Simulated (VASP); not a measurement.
# KSc (P2_13) in VASP: a series of runs

KSc is run at these levels: r2SCAN; tasks: single point.

Everything below comes from runs of VASP 6.6.1. Logs are shortened: lines on timing, memory, paths and dates and some standing lists are left out, and cuts for length are marked.

### 1 The cell of the first run

The structure is cubic, space group P2_13 (No. 198). The conventional cell has a = 5.910 Å, b = 5.910 Å, c = 5.910 Å, α = 90.00°, β = 90.00°, γ = 90.00°. Within 3.9 Å of K (site symmetry 3) lie 7 Sc at 2.96 to 3.33 Å and 6 K at 3.62 Å. Sc (site symmetry 3) has 7 K at 2.96 to 3.33 Å and 6 Sc at 3.66 Å within 3.9 Å.

### 2 Single point, r2SCAN

POSCAR reads:

```
KSc
1.0
    5.9104166893      0.0000000000      0.0000000000
    0.0000000000      5.9104166893      0.0000000000
    0.0000000000      0.0000000000      5.9104166893
K Sc
4 4
Direct
    0.1340000000      0.1340000000      0.1340000000
    0.3660000000      0.8660000000      0.6340000000
    0.6340000000      0.3660000000      0.8660000000
    0.8660000000      0.6340000000      0.3660000000
    0.8445000000      0.8445000000      0.8445000000
    0.6555000000      0.1555000000      0.3445000000
    0.3445000000      0.6555000000      0.1555000000
    0.1555000000      0.3445000000      0.6555000000
```

INCAR.step1 reads:

```
PREC = Accurate
ENCUT = 520
ISMEAR = 0
SIGMA = 0.1
LREAL = False
LASPH = True
NELM = 100
NBANDS = 50
GGA = PE
ALGO = Normal
EDIFF = 1E-4
LWAVE = True
LCHARG = False
```

INCAR.step2 reads:

```
PREC = Accurate
ENCUT = 520
EDIFF = 1E-6
ISMEAR = 0
SIGMA = 0.1
LREAL = False
LASPH = True
NELM = 100
ALGO = Normal
ISIF = 2
LWAVE = False
LCHARG = True
METAGGA = R2SCAN
LMIXTAU = True
LELF = True
LVHAR = True
NBANDS = 50
ISTART = 1
```

KPOINTS reads:

```
Automatic mesh
0
Gamma
  4 4 4
```

Potentials or basis: VASP PAW PBE potentials, release 64 (K_sv, Sc_sv).

The run is started by

```sh
> cat potpaw_PBE.64/K_sv/POTCAR potpaw_PBE.64/Sc_sv/POTCAR > POTCAR
> cp INCAR.step1 INCAR
> mpirun -np 1 vasp_std > vasp.out
> cp INCAR.step2 INCAR
> mpirun -np 1 vasp_std > vasp.out
```

OUTCAR:

```text
PREC = Accurate
   ENCUT = 520
   EDIFF = 1E-6
   ISMEAR = 0
   LREAL = False
   LASPH = True
   NELM = 100
   ISIF = 2
   METAGGA = R2SCAN
   ISTART = 1

 ion  position               nearest neighbor table
   1  0.134  0.134  0.134-   5 2.96   6 3.09   7 3.09   8 3.09   7 3.33   6 3.33   8 3.33   3 3.62
                             4 3.62   2 3.62   2 3.62   4 3.62   3 3.62
   2  0.366  0.866  0.634-   6 2.96   5 3.09   7 3.09   8 3.09   8 3.33   7 3.33   5 3.33   1 3.62
                             1 3.62   3 3.62   3 3.62   4 3.62   4 3.62
   3  0.634  0.366  0.866-   7 2.96   6 3.09   5 3.09   8 3.09   5 3.33   6 3.33   8 3.33   1 3.62
                             4 3.62   2 3.62   2 3.62   4 3.62   1 3.62
   4  0.866  0.634  0.366-   8 2.96   6 3.09   7 3.09   5 3.09   6 3.33   5 3.33   7 3.33   1 3.62
                             3 3.62   2 3.62   1 3.62   2 3.62   3 3.62
   5  0.844  0.844  0.844-   1 2.96   2 3.09   3 3.09   4 3.09   3 3.33   2 3.33   4 3.33
   6  0.656  0.156  0.344-   2 2.96   1 3.09   3 3.09   4 3.09   4 3.33   3 3.33   1 3.33
   7  0.344  0.656  0.156-   3 2.96   2 3.09   1 3.09   4 3.09   1 3.33   2 3.33   4 3.33
   8  0.156  0.344  0.656-   4 2.96   2 3.09   3 3.09   1 3.09   2 3.33   1 3.33   3 3.33

  LATTYP: Found a simple cubic cell.
 ALAT       =     5.9104166893

  Lattice vectors:

 A1 = (   5.9104166893,   0.0000000000,   0.0000000000)
 A2 = (   0.0000000000,   5.9104166893,   0.0000000000)
 A3 = (   0.0000000000,   0.0000000000,   5.9104166893)

Analysis of symmetry for initial positions (statically):
=====================================================================
 Subroutine PRICEL returns:
 Original cell was already a primitive cell.

 Routine SETGRP: Setting up the symmetry group for a
 simple cubic supercell.

 Subroutine GETGRP returns: Found 12 space group operations
 (whereof  3 operations were pure point group operations)
 out of a pool of 48 trial point group operations.

The static configuration has the point symmetry C_3 .
 The point group associated with its full space group is T   .

Analysis of symmetry for dynamics (positions and initial velocities):
=====================================================================
 Subroutine PRICEL returns:
 Original cell was already a primitive cell.

 Routine SETGRP: Setting up the symmetry group for a
 simple cubic supercell.

 Subroutine GETGRP returns: Found 12 space group operations
 (whereof  3 operations were pure point group operations)
 out of a pool of 48 trial point group operations.

The dynamic configuration has the point symmetry C_3 .
 The point group associated with its full space group is T   .

 Subroutine INISYM returns: Found 12 space group operations
 (whereof  3 operations are pure point group operations),
 and found     1 'primitive' translations

----------------------------------------------------------------------------------------

                                     Primitive cell

  volume of cell :     206.4687

  direct lattice vectors                    reciprocal lattice vectors
     5.910416689  0.000000000  0.000000000     0.169192809  0.000000000  0.000000000
     0.000000000  5.910416689  0.000000000     0.000000000  0.169192809  0.000000000
     0.000000000  0.000000000  5.910416689     0.000000000  0.000000000  0.169192809

  length of vectors
     5.910416689  5.910416689  5.910416689     0.169192809  0.169192809  0.169192809

  position of ions in fractional coordinates (direct lattice)
     0.134000000  0.134000000  0.134000000
     0.366000000  0.866000000  0.634000000
     0.634000000  0.366000000  0.866000000
     0.866000000  0.634000000  0.366000000
     0.844500000  0.844500000  0.844500000
     0.655500000  0.155500000  0.344500000
     0.344500000  0.655500000  0.155500000
     0.155500000  0.344500000  0.655500000

  ion indices of the primitive-cell ions
   primitive index   ion index
                 1           1
                 2           2
                 3           3
                 4           4
                 5           5
                 6           6
                 7           7
                 8           8

----------------------------------------------------------------------------------------

 KPOINTS: Automatic mesh

Automatic generation of k-mesh.
 Grid dimensions read from file:
 generate k-points for:    4    4    4

 Generating k-lattice:

  Cartesian coordinates                     Fractional coordinates (reciprocal lattice)
     0.042298202  0.000000000  0.000000000     0.250000000  0.000000000  0.000000000
     0.000000000  0.042298202  0.000000000     0.000000000  0.250000000  0.000000000
     0.000000000  0.000000000  0.042298202     0.000000000  0.000000000  0.250000000

  Length of vectors
     0.042298202  0.042298202  0.042298202

  Shift w.r.t. Gamma in fractional coordinates (k-lattice)
     0.000000000  0.000000000  0.000000000

 Subroutine IBZKPT returns following result:
 ===========================================

 Found     11 irreducible k-points:

 Following reciprocal coordinates:
            Coordinates               Weight
  0.000000  0.000000  0.000000      1.000000
  0.250000  0.000000  0.000000      6.000000
  0.500000  0.000000  0.000000      3.000000
  0.250000  0.250000  0.000000     12.000000
  0.500000  0.250000  0.000000      6.000000
 -0.250000  0.500000  0.000000      6.000000
  0.500000  0.500000  0.000000      3.000000
  0.250000  0.250000  0.250000      8.000000
  0.500000  0.250000  0.250000     12.000000
  0.500000  0.500000  0.250000      6.000000
  0.500000  0.500000  0.500000      1.000000
   k-points           NKPTS =     11   k-points in BZ     NKDIM =     11   number of bands    NBANDS=     50
   number of dos      NEDOS =    301   number of ions     NIONS =      8
   total plane-waves  NPLWV = 110592
   dimension x,y,z NGX =    48 NGY =   48 NGZ =   48
   dimension x,y,z NGXF=    96 NGYF=   96 NGZF=   96
   ions per type =               4   4
   NGX,Y,Z   is equivalent  to a cutoff of  13.50, 13.50, 13.50 a.u.
   NGXF,Y,Z  is equivalent  to a cutoff of  27.00, 27.00, 27.00 a.u.
 SYSTEM =  unknown system
   PREC   = accura    normal or accurate (medium, high low for compatibility)
   ISTART =      1    job   : 0-new  1-cont  2-samecut
   ICHARG =      0    charge: 1-file 2-atom 10-const
   ISPIN  =      1    spin polarized calculation?
   LNONCOLLINEAR =      F non collinear calculations
   LSORBIT =      F    spin-orbit coupling
   LASPH  =      T    aspherical Exc in radial PAW
   ENCUT  =  520.0 eV  38.22 Ry    6.18 a.u.  10.99 10.99 10.99*2*pi/ulx,y,z
   NELM   =    100;   NELMIN=  2; NELMDL=  0     # of ELM steps
   EDIFF  = 0.1E-05   stopping-criterion for ELM
   LREAL  =      F    real-space projection
   EDIFFG = 0.1E-04   stopping-criterion for IOM
   NSW    =      0    number of steps for IOM
   IBRION =     -1    ionic relax: 0-MD 1-quasi-New 2-CG
   NFREE  =      0    steps in history (QN), initial steepest desc. (CG)
   ISIF   =      2    stress and relaxation
   ISYM   =      2    0-nonsym 1-usesym 2-fastsym
   POTIM  = 0.5000    time-step for ionic-motion
   TEBEG  =    0.0;   TEEND  =   0.0 temperature during run
   PSTRESS=    0.0 pullay stress
   NELECT =      80.0000    total number of electrons
   NUPDOWN=      -1.0000    fix difference up-down
   EMIN   =  10.00;   EMAX   =-10.00  energy-range for DOS
   EFERMI =   0.00;   METHOD = LEGACY
   ISMEAR =     0;   SIGMA  =   0.10  broadening in eV -4-tet -1-fermi 0-gaus
   EFERMI_NEDOS =   21; number of points for ismear=-14 and -15
   IALGO  =     38    algorithm
   IMIX   =      4    mixing-type and parameters
     AMIX     =   0.40;   BMIX     =  1.00
     AMIX_MAG =   1.60;   BMIX_MAG =  1.00
  volume/ion in A,a.u.               =      25.81       174.16
  Fermi-wavevector in a.u.,A,eV,Ry     =   1.193494  2.255376 19.380502  1.424427
  Thomas-Fermi vector in A             =   2.329506
   LORBIT       =      0    0 simple, 1 ext, 2 COOP (PROOUT), +10 PAW based schemes
   METAGGA = R2SCAN    functional components
   LHFCALC =     F    Hartree Fock is set to
   AEXX    =    0.0000 exact exchange contribution
   IVDW    =     0    specifies the selected vdW correction
   LEPSILON=     F    determine dielectric tensor
   LRPA    =     F    only Hartree local field effects (RPA)
 non-spin polarized calculation
 Gauss-broadening in eV      SIGMA  =   0.10
  energy-cutoff  :      520.00
  volume of cell :      206.47
 maximum number of plane-waves:      5616
 NGX is ok and might be reduce to    48
   NGX = 21   NGY = 21   NGZ = 21

 number of electron      79.9999988 magnetization

 Free energy of the ion-electron system (eV)
  ---------------------------------------------------
  ext. energy  EPLUGINS =         0.00000000
  ---------------------------------------------------
  free energy    TOTEN  =       -57.26521803 eV

  energy without entropy =      -57.20059489  energy(sigma->0) =      -57.23290646

 E-fermi :   3.4498     XC(G=0):  -9.8355

 val. band max:        3.4281384978   @ k =   0.5000   0.5000   0.5000
 cond. band min:       3.4517866288   @ k =   0.2500   0.2500   0.2500
 fundamental gap:      0.0236481309
 Fermi energy:         3.4497738619

 k-point     1 :       0.0000    0.0000    0.0000
  band No.  band energies     occupation
      1     -48.6424      2.00000
      2     -48.6320      2.00000
      3     -48.6320      2.00000
      4     -48.6320      2.00000
      5     -29.3168      2.00000
      6     -29.2441      2.00000
[... 42 lines left out ...]
     49       4.6877      0.00000
     50       4.6877      0.00000

 k-point     2 :       0.2500    0.0000    0.0000
  band No.  band energies     occupation
      1     -48.6412      2.00000
      2     -48.6347      2.00000
      3     -48.6317      2.00000
      4     -48.6308      2.00000
      5     -29.3114      2.00000
      6     -29.2686      2.00000
[... 469 lines left out ...]
 k-point    11 :       0.5000    0.5000    0.5000
  band No.  band energies     occupation
      1     -48.6346      2.00000
      2     -48.6346      2.00000
      3     -48.6346      2.00000
      4     -48.6346      2.00000
      5     -29.2671      2.00000
      6     -29.2671      2.00000
[... 42 lines left out ...]
     49       4.8960      0.00000
     50       4.8960      0.00000

------------------------ aborting loop because EDIFF is reached ----------------------------------------

  FORCE on cell =-STRESS in cart. coord.  units (eV):
  Direction    XX          YY          ZZ          XY          YZ          ZX
  --------------------------------------------------------------------------------------
  -------------------------------------------------------------------------------------
  Total       14.8698342     14.8698342     14.8698342      0.0000000      0.0000000      0.0000000
  in kB      115.3884680    115.3884680    115.3884680      0.0000000      0.0000000      0.0000000
  external PRESSURE =     115.3884680 kB  Pullay stress =       0.0000000 kB

 VOLUME and BASIS-vectors are now :
 -----------------------------------------------------------------------------
  energy-cutoff  :      520.00
  volume of cell :      206.47
      direct lattice vectors                 reciprocal lattice vectors
     5.910416689  0.000000000  0.000000000     0.169192809  0.000000000  0.000000000
     0.000000000  5.910416689  0.000000000     0.000000000  0.169192809  0.000000000
     0.000000000  0.000000000  5.910416689     0.000000000  0.000000000  0.169192809

 POSITION                                       TOTAL-FORCE (eV/Angst)
 -----------------------------------------------------------------------------------
      0.79200      0.79200      0.79200         0.418278      0.418278      0.418278
      2.16321      5.11842      3.74720        -0.418278     -0.418278      0.418278
      3.74720      2.16321      5.11842         0.418278     -0.418278     -0.418278
      5.11842      3.74720      2.16321        -0.418278      0.418278     -0.418278
      4.99135      4.99135      4.99135         0.247889      0.247889      0.247889
      3.87428      0.91907      2.03614        -0.247889     -0.247889      0.247889
      2.03614      3.87428      0.91907         0.247889     -0.247889     -0.247889
      0.91907      2.03614      3.87428        -0.247889      0.247889     -0.247889
 -----------------------------------------------------------------------------------
    total drift:                               -0.000000     -0.000000      0.000000

  FREE ENERGIE OF THE ION-ELECTRON SYSTEM (eV)
  ---------------------------------------------------
  free  energy   TOTEN  =       -57.2652180266 eV

  energy  without entropy=      -57.2005948889  energy(sigma->0) =      -57.23290646
```

Run time: 5.4 min. Hardware: 1 thread of Intel Xeon Platinum 8488C (Sapphire Rapids), shared host; peak memory 0.4 GiB.

What came out:

```
Free energy            : -57.2652 eV
Pressure               : 11.5 GPa
Largest force          : 0.724 eV/Å
Band gap on the k mesh : zero (bands 40 and 41 overlap by 0.42 eV)
```

Forces on the atoms (eV/Å):
```
K    0.418  0.418  0.418
K   -0.418 -0.418  0.418
K    0.418 -0.418 -0.418
K   -0.418  0.418 -0.418
Sc   0.248  0.248  0.248
Sc  -0.248 -0.248  0.248
Sc   0.248 -0.248 -0.248
Sc  -0.248  0.248 -0.248
```

Levels at points of the mesh, in eV from the Fermi level:
```csv
k point,band 36,band 37,band 38,band 39,band 40,band 41,band 42,band 43,band 44,band 45
"(0.00, 0.00, 0.00)",-0.80,-0.43,-0.43,-0.43,0.40,0.40,0.40,0.72,0.72,0.72
"(0.50, 0.00, 0.00)",-0.87,-0.37,-0.37,-0.06,-0.06,0.30,0.30,0.39,0.39,0.92
"(0.50, 0.50, 0.00)",-1.63,-0.37,-0.37,-0.36,-0.36,0.04,0.04,0.66,0.66,0.97
"(0.50, 0.50, 0.50)",-1.44,-0.50,-0.50,-0.50,-0.50,-0.02,-0.02,-0.02,-0.02,1.10
```

Caveat: the cell stands under pressure; the PAW data sets were made with another functional, which shifts forces and pressure a little.

### 3 Single point, r2SCAN

This run uses another cell than the first one, of 39.01 Å³/atom.

POSCAR reads:

```
KSc
1.0
    6.7831504469      0.0000000000      0.0000000000
    0.0000000000      6.7831504469      0.0000000000
    0.0000000000      0.0000000000      6.7831504469
K Sc
4 4
Direct
    0.1625598730      0.1625598730      0.1625598730
    0.3374401270      0.8374401270      0.6625598730
    0.6625598730      0.3374401270      0.8374401270
    0.8374401270      0.6625598730      0.3374401270
    0.8535237371      0.8535237371      0.8535237371
    0.6464762629      0.1464762629      0.3535237371
    0.3535237371      0.6464762629      0.1464762629
    0.1464762629      0.3535237371      0.6464762629
```

INCAR.step1 reads:

```
PREC = Accurate ; ENCUT = 520
ISMEAR = 0 ; SIGMA = 0.1
LREAL = F ; LASPH = T
NELM = 60 ; NBANDS = 50
GGA = PE ; ALGO = Normal
EDIFF = 1E-4 ; LWAVE = T
LCHARG = F
```

INCAR.step2 reads:

```
PREC = Accurate ; ENCUT = 520
EDIFF = 1E-6 ; ISMEAR = 0
SIGMA = 0.1 ; LREAL = F
LASPH = T ; NELM = 60
ALGO = Normal ; ISIF = 2
LWAVE = F ; LCHARG = T
METAGGA = R2SCAN ; LMIXTAU = T
LELF = T ; LVHAR = T
NBANDS = 50 ; ISTART = 1
```

KPOINTS is that of step 2.

Potentials or basis: VASP PAW PBE potentials, release 64 (K_sv, Sc_sv).

The run is started by

```sh
> cat potpaw_PBE.64/K_sv/POTCAR potpaw_PBE.64/Sc_sv/POTCAR > POTCAR
> cp INCAR.step1 INCAR
> mpirun -np 1 vasp_std > vasp.out
> cp INCAR.step2 INCAR
> mpirun -np 1 vasp_std > vasp.out
```

Run time: 8.1 min. Hardware: 1 thread of Intel Xeon Platinum 8488C (Sapphire Rapids), shared host; peak memory 0.44 GiB.

The run converged. Its results:

```
Free energy            : -60.8849 eV
Pressure               : 0.1 GPa
Largest force          : 0.023 eV/Å
Band gap on the k mesh : zero (bands 40 and 41 overlap by 0.08 eV)
```

Forces in eV/Å, atoms in the order of the input:
```
K   -0.013 -0.013 -0.013
K    0.013  0.013 -0.013
K   -0.013  0.013  0.013
K    0.013 -0.013  0.013
Sc  -0.009 -0.009 -0.009
Sc   0.009  0.009 -0.009
Sc  -0.009  0.009  0.009
Sc   0.009 -0.009  0.009
```

Levels at points of the mesh, in eV from the Fermi level:
```tsv
k point	band 36	band 37	band 38	band 39	band 40	band 41	band 42	band 43	band 44	band 45
(0.00, 0.00, 0.00)	-0.91	-0.16	-0.16	-0.16	-0.07	-0.07	-0.07	0.44	0.44	0.44
(0.50, 0.00, 0.00)	-0.69	-0.25	-0.25	-0.10	-0.10	0.08	0.08	0.36	0.36	0.66
(0.50, 0.50, 0.00)	-1.69	-0.27	-0.27	-0.15	-0.15	0.11	0.11	0.42	0.42	0.63
(0.50, 0.50, 0.50)	-1.60	-0.68	-0.68	-0.68	-0.68	0.19	0.19	0.19	0.19	0.68
```

Caveat: the PAW data sets were made with another functional, which shifts forces and pressure a little.

The gap in the log of VASP goes by the Fermi energy; the results here count the filled bands.